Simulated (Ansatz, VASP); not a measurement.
## One calculation of Pd, two programs

The input INCAR:

```
SYSTEM = Pd
PREC = Accurate ; ENCUT = 500
EDIFF = 1E-6 ; ISMEAR = 0
SIGMA = 0.1 ; LREAL = .FALSE.
LASPH = .TRUE. ; NELM = 200
ALGO = Normal ; ISIF = 2
LWAVE = .FALSE. ; LCHARG = .FALSE.
ISPIN = 2 ; MAGMOM = 1
LORBIT = 11 ; LMAXMIX = 4
GGA = PE ; IVDW = 12
NBANDS = 15 ; GGA_COMPAT = .FALSE.
```

The input KPOINTS:

```
regular mesh
0
G
  8 8 8
  0 0 0
```

POSCAR

```
Pd
1.0
    0.0000000000      1.9586507875      1.9586507875
    1.9586507875      0.0000000000      1.9586507875
    1.9586507875      1.9586507875      0.0000000000
Pd
1
Direct
    0.0000000000      0.0000000000      0.0000000000
```

Input for Ansatz:

```yaml
crystal:
  lattice:
    - [0.0, 1.9586507875, 1.9586507875]
    - [1.9586507875, 0.0, 1.9586507875]
    - [1.9586507875, 1.9586507875, 0.0]
  atoms:
    - { symbol: Pd, position: [0.0, 0.0, 0.0], spin: 1.0 }
basis:
  ecutwfc: 420
kpoints:
  mp_grid: { grid: [8, 8, 8] }
hamiltonian:
  xc: pbe
  dispersion: d3bj
scf:
  occupations: { method: gaussian, width: 0.1 }
  lower_state_search: "off"
output:
  forces: true
  stress: true
  eigenvalues: true
  populations: true
magnetization:
  spin_polarized: true
```

Alike in both runs: task single point; functional PBE; dispersion D3(BJ); k mesh 8 × 8 × 8; occupations gaussian, width 0.1 eV; collinear spin.

```csv
,VASP,Ansatz
version,VASP 6.6.1,Ansatz 0.2.0
potentials or method,"VASP PAW PBE potentials, release 64 (Pd), cutoff 500 eV","scalar-relativistic, plane waves, PAW"
valence electrons in the cell,10,18
```

VASP gave:

| Property | Result |
| --- | --- |
| gap on the k mesh at the Fermi level (eV) | none |
| pressure (GPa) | -3.3 |
| net moment per atom (μB) | 0.01 |

Problem. Which values does Ansatz return?

Solution. gap on the k mesh at the Fermi level (eV): none; pressure (GPa): -3.0; net moment per atom (μB): 0.00.

A gap of «none» marks a metal or a gap that the smearing closes. VASP's potentials hold 10 valence electrons a cell and Ansatz's 18, so a difference there can come from the potentials and not from the codes. Ansatz's warnings: seeded moment not kept.
